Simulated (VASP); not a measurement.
The system is Be.

```
CELL_PARAMETERS angstrom
1.70175 -2.88415 0.00000
1.70175 2.88415 0.00000
0.00000 0.00000 3.40803
ATOMIC_POSITIONS crystal
Be 0.15250 0.84750 0.07850
Be 0.65250 0.34750 0.42150
Be 0.84750 0.15250 0.92150
Be 0.34750 0.65250 0.57850
```

```yaml
Program: VASP 6.6.1
Task: relaxation of cell and atoms
Functional: PBEsol
Potentials_or_basis: VASP PAW PBE potentials, release 64 (Be)
Cutoff: 600 eV
k_mesh: 6 × 6 × 6
Occupations: gaussian, width 0.1 eV
Spin: no spin polarisation
```

At the start: pressure 26.3 GPa; volume 8.36 Å³/atom.

**Question.** How do energy, volume and symmetry change on relaxing?

**Answer.** Over 50 steps the energy falls by 698.8 meV/atom and the volume is 8.81 Å³/atom (+5.3 %); space group Cmce (No. 64, to 0.1 Å) before, Fmmm (No. 69, to 0.1 Å).

Step by step:
```
step  energy change (eV)  largest force (eV/Å)  pressure (GPa)  volume (Å³)
   1              0.0000                1.8480           26.35        33.45
   3             -1.0830                0.5993            2.31        41.60
   5             -1.0923                0.5928            0.36        43.02
   7             -1.2663                0.3602           -5.72        44.91
   9             -1.3091                0.2738           -9.55        46.41
  11             -1.3864                0.3179          -10.22        46.29
  13             -1.6415                0.3855          -12.04        45.62
  15             -1.9914                0.6290           -7.07        41.28
  17             -2.1255                0.9331            0.21        37.34
  19             -2.2979                0.0590            0.68        35.97
  21             -2.3050                0.0408            0.37        36.13
  23             -2.3085                0.0655            0.03        36.32
  25             -2.3262                0.0303           -1.28        36.52
  27             -2.4239                0.3230           -5.77        37.19
  29             -2.4265                0.3898           -6.12        37.23
  31             -2.4279                0.4116           -6.22        37.24
  33             -2.4308                0.4801           -6.64        37.25
  35             -2.4410                0.4643           -6.36        37.10
  37             -2.4812                0.3881           -4.98        36.42
  39             -2.5546                0.0556            1.04        33.73
  41             -2.7033                0.0376            5.87        32.68
  43             -2.7406                0.0775            7.36        32.88
  45             -2.7777                0.0474            3.42        33.99
  47             -2.7901                0.1087            0.03        34.96
  49             -2.7949                0.0436           -0.03        35.19
  50             -2.7951                0.0320           -0.02        35.24
```

Final structure:
```
CELL_PARAMETERS angstrom
1.16896 -4.22954 0.00000
1.16896 4.22954 0.00000
0.00000 0.00000 3.56351
ATOMIC_POSITIONS crystal
Be 0.14448 0.85552 0.00015
Be 0.64448 0.35552 0.49985
Be 0.85552 0.14448 0.99985
Be 0.35552 0.64448 0.50015
```

Caveat: a cell axis changed by over 15 % at a fixed basis, so the end point is rough; the PAW data sets were made with another functional, which shifts forces and pressure a little.
